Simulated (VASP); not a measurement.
## Mg: single point with PBE

The system is Mg.

```
Mg
1.0
     3.20927    0.00000    0.00000
    -1.60464    2.77931    0.00000
     0.00000    0.00000    5.21033
Mg
2
Cartesian
  -0.2250 1.4029 1.3026
  1.6046 0.9264 3.9077
```

This cell differs from its parent crystal: atom 1 (Mg) moved by (-0.225, -0.450) A along x and y.

```
Program             : VASP 6.6.1
Task                : single point
Functional          : PBE
Potentials or basis : VASP PAW PBE potentials, release 64 (Mg)
Cutoff              : 520 eV
k mesh              : 18 × 18 × 10
Occupations         : gaussian, width 0.15 eV
Spin                : no spin polarisation
```

```json
{
  "Pressure": "-0.1 GPa",
  "Largest force": "0.312 eV/Å",
  "Band gap on the k mesh": "zero (bands 2 and 3 overlap by 2.25 eV)"
}
```

Forces in eV/Å, atoms in the order of the input:
```
Mg   0.264  0.165  0.000
Mg  -0.264 -0.165  0.000
```

Stress tensor (GPa, compression positive):
```
 0.45  0.36  0.00
 0.36 -1.68  0.00
 0.00  0.00  0.97
```

Levels at points of the mesh, in eV from the Fermi level:
```
           k point  band 1  band 2  band 3  band 4  band 5  band 6  band 7
(0.00, 0.00, 0.00)   -6.87   -1.67   -1.23   10.66   10.87   10.98   11.11
(0.50, 0.00, 0.00)   -2.12   -2.12    2.77    2.84    3.49    3.57    6.88
(0.00, 0.50, 0.00)   -2.11   -2.10    2.47    2.97    3.22    3.79    6.82
(0.50, 0.50, 0.00)   -2.12   -2.11    2.62    3.02    3.26    3.71    6.94
(0.00, 0.00, 0.50)   -5.49   -5.49    4.98    4.98   11.62   11.62   11.85
(0.50, 0.00, 0.50)   -1.13   -1.13   -0.38   -0.38    7.78    7.78    8.06
(0.00, 0.50, 0.50)   -0.96   -0.96   -0.59   -0.59    7.87    7.87    8.18
(0.50, 0.50, 0.50)   -1.09   -1.09   -0.43   -0.43    7.75    7.75    8.18
```

Run time: 4.2 min on 1 thread of Intel Xeon 8259CL, with other jobs on the host, peak memory 0.48 GiB.

Caveat: the cell differs from its parent crystal (atom 1 (Mg) moved by (-0.225, -0.450) A along x and y).
